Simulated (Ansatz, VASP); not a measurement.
# SrTlF3: VASP beside Ansatz

```
Tl Sr F
1.0
     4.67980    0.00000    0.00000
     0.00000    4.67980    0.00000
     0.00000    0.00000    4.67980
Tl Sr F
1 1 3
Direct
  0.00000 0.00000 0.00000
  0.50000 0.50000 0.50000
  0.50000 0.50000 0.00000
  0.50000 0.00000 0.50000
  0.00000 0.50000 0.50000
```

Alike in both runs: task single point; functional r2SCAN; dispersion rVV10; k mesh 6 × 6 × 6; occupations fermi-dirac, width 0.03 eV; no spin polarisation.

|  | VASP | Ansatz |
| --- | --- | --- |
| version | VASP 6.6.1 | Ansatz 0.2.0 |
| potentials or method | VASP PAW PBE potentials, release 64 (Tl_d, Sr_sv, F) | plane waves, PAW |
| plane-wave cutoff (eV) | 520 | 500 |
| valence electrons in the cell | 44 | 44 |

Ansatz gave:

- gap on the k mesh at the Fermi level (eV): 4.83
- pressure (GPa): 0.0

**Question.** Which values does VASP return?

**Answer.** gap on the k mesh at the Fermi level (eV): 4.82; pressure (GPa): 0.3.

VASP's potentials were made for PBE, not for r2SCAN.

Spin-orbit coupling is off throughout.
